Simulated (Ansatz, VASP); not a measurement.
# Rh: VASP beside Ansatz

The input INCAR:

```
SYSTEM = Rh
PREC = Accurate
ENCUT = 500
EDIFF = 1E-6
ISMEAR = 0
SIGMA = 0.1
LREAL = .False.
LASPH = .True.
NELM = 120
ALGO = Normal
ISIF = 2
LWAVE = .False.
LCHARG = .True.
GGA = PE
LELF = .True.
LVHAR = .True.
NBANDS = 22
GGA_COMPAT = .False.
```

KPOINTS

```
Automatic mesh
0
Gamma
  6 6 4
  0 0 0
```

The input POSCAR:

```
Rh
1.0
    2.7309790422      0.0000000000      0.0000000000
   -1.3654895211      2.3650972278      0.0000000000
    0.0000000000      0.0000000000      4.4284890000
Rh
2
Direct
    0.6666666667      0.3333333333      0.7500000000
    0.4390372330      0.8780744659      0.2500000000
```

Input for Ansatz:

```yaml
crystal:
  lattice:
    - [2.7309790422, 0.0, 0.0]
    - [-1.3654895211, 2.3650972278, 0.0]
    - [0.0, 0.0, 4.428489]
  atoms:
    - { symbol: Rh, position: [0.6666666667, 0.3333333333, 0.75] }
    - { symbol: Rh, position: [0.439037233, 0.8780744659, 0.25] }
basis:
  ecutwfc: 420
kpoints:
  mp_grid: { grid: [6, 6, 4] }
hamiltonian:
  xc: pbe
scf:
  occupations: { method: gaussian, width: 0.1 }
  max_iter: 85
output:
  forces: true
  stress: true
  eigenvalues: true
```

Alike in both runs: task single point; functional PBE; k mesh 6 × 6 × 4; occupations gaussian, width 0.1 eV; no spin polarisation.

```csv
,VASP,Ansatz
version,VASP 6.6.1,Ansatz 0.2.0
potentials or method,"VASP PAW PBE potentials, release 64 (Rh_pv), cutoff 500 eV","scalar-relativistic, plane waves, PAW"
valence electrons in the cell,30,34
```

|  | VASP | Ansatz | Ansatz less VASP |
| --- | --- | --- | --- |
| gap on the k mesh at the Fermi level (eV) | none | none | - |
| pressure (GPa) | 5.0 | 5.0 | -0.02 |
| traceless stress, the component that is largest in VASP (GPa) | -8.59 | -8.49 | +0.104 |
| rms of the force components (eV/Å) | 0.941 | 0.937 | -0.0033 |

Atom by atom the forces differ by 0.003 eV/Å (rms over components). A gap of «none» marks a metal or a gap that the smearing closes. VASP's potentials hold 30 valence electrons a cell and Ansatz's 34, so a difference there can come from the potentials and not from the codes.

The k mesh is coarse, so the values compare programs but aren't converged.
